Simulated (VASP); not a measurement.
Wanted: the native input for a VASP 6.6.1 run.

```yaml
Task: single point
Functional: PBE
Potentials_or_basis: VASP PAW PBE potentials, release 64 (Sr_sv, Ga_d)
Cutoff: 520 eV
k_mesh: 8 × 8 × 8
Occupations: gaussian, width 0.05 eV
Spin: no spin polarisation
Dipole_correction: no
Further_INCAR_settings: ALGO = Fast; EDIFF = 1e-06; NBANDS = 32
```

The structure of SrGa3 lies in POSCAR:

```
SrGa3
1.0
    4.5284779453      0.0000000000      0.0000000000
    0.0000000000      4.5284779453      0.0000000000
    0.0000000000      0.0000000000      4.4831931658
Sr Ga
1 3
Direct
    0.0000000000      0.0000000000      0.0000000000
    0.0000000000      0.5000000000      0.5000000000
    0.5000000000      0.5000000000      0.0000000000
    0.5000000000      0.0000000000      0.5000000000
```

The input as run:

INCAR

```
SYSTEM = SrGa3
ALGO = Fast ; EDIFF = 1E-6
ENCUT = 520 ; GGA = PE
ISIF = 2 ; ISMEAR = 0
LASPH = .TRUE. ; LCHARG = .TRUE.
LELF = .TRUE. ; LREAL = .FALSE.
LVHAR = .TRUE. ; LWAVE = .FALSE.
NBANDS = 32 ; NELM = 80
PREC = Accurate ; SIGMA = 0.05
```

KPOINTS

```
k-points
0
G
  8 8 8
  0 0 0
```

Potentials or basis: VASP PAW PBE potentials, release 64 (Sr_sv, Ga_d).

Command:

```bash
$ cat potpaw_PBE.64/Sr_sv/POTCAR potpaw_PBE.64/Ga_d/POTCAR > POTCAR
$ mpirun -np 1 vasp_std > vasp.out
```

Results of the run:

```
Pressure               : 0.5 GPa
Band gap on the k mesh : zero (an odd number of electrons rules out a gap without spin polarisation)
```

Wall time 2.9 min on 1 thread of Intel(R) Xeon(R) 6975P-C (Granite Rapids) (shared host), peak memory 0.34 GiB.
